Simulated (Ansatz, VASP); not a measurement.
**Ba: VASP beside Ansatz**

The input INCAR:

```
SYSTEM = Ba
PREC = Accurate
ENCUT = 520
EDIFF = 1E-6
ISMEAR = 0
SIGMA = 0.15
LREAL = .False.
LASPH = .True.
NELM = 60
ALGO = Normal
ISIF = 2
LWAVE = .False.
LCHARG = .True.
GGA = CA
LELF = .True.
LVHAR = .True.
NBANDS = 11
```

KPOINTS

```
Automatic mesh
0
Gamma
  18 18 18
  0 0 0
```

Contents of POSCAR:

```
Ba
1.0
    3.7097545002      0.0000000000      0.0000000000
    0.0000000000      3.7097545002      0.0000000000
    0.0000000000      0.0000000000      3.7097545002
Ba
1
Direct
    0.0000000000      0.0000000000      0.0000000000
```

Input for Ansatz:

```yaml
crystal:
  lattice:
    - [3.7097545002, 0.0, 0.0]
    - [0.0, 3.7097545002, 0.0]
    - [0.0, 0.0, 3.7097545002]
  atoms:
    - { symbol: Ba, position: [0.0, 0.0, 0.0] }
basis:
  ecutwfc: 420
kpoints:
  mp_grid: { grid: [18, 18, 18] }
hamiltonian:
  xc: lda
scf:
  occupations: { method: gaussian, width: 0.15 }
output:
  forces: true
  stress: true
  eigenvalues: true
```

Alike in both runs: task single point; functional LDA; k mesh 18 × 18 × 18; occupations gaussian, width 0.15 eV; no spin polarisation.

```csv
,VASP,Ansatz
version,VASP 6.6.1,Ansatz 0.2.0
potentials or method,"VASP PAW LDA potentials, release 64 (Ba_sv), cutoff 520 eV","scalar-relativistic, plane waves, PAW"
valence electrons in the cell,10,10
```

```tsv
	VASP	Ansatz	Ansatz less VASP
gap on the k mesh at the Fermi level (eV)	none	none	-
pressure (GPa)	0.3	0.0	-0.27
```

LDA's correlation is that of Perdew and Zunger in VASP and of Perdew and Wang (1992) in Ansatz. A gap of «none» marks a metal or a gap that the smearing closes.

Spin-orbit coupling is off throughout.
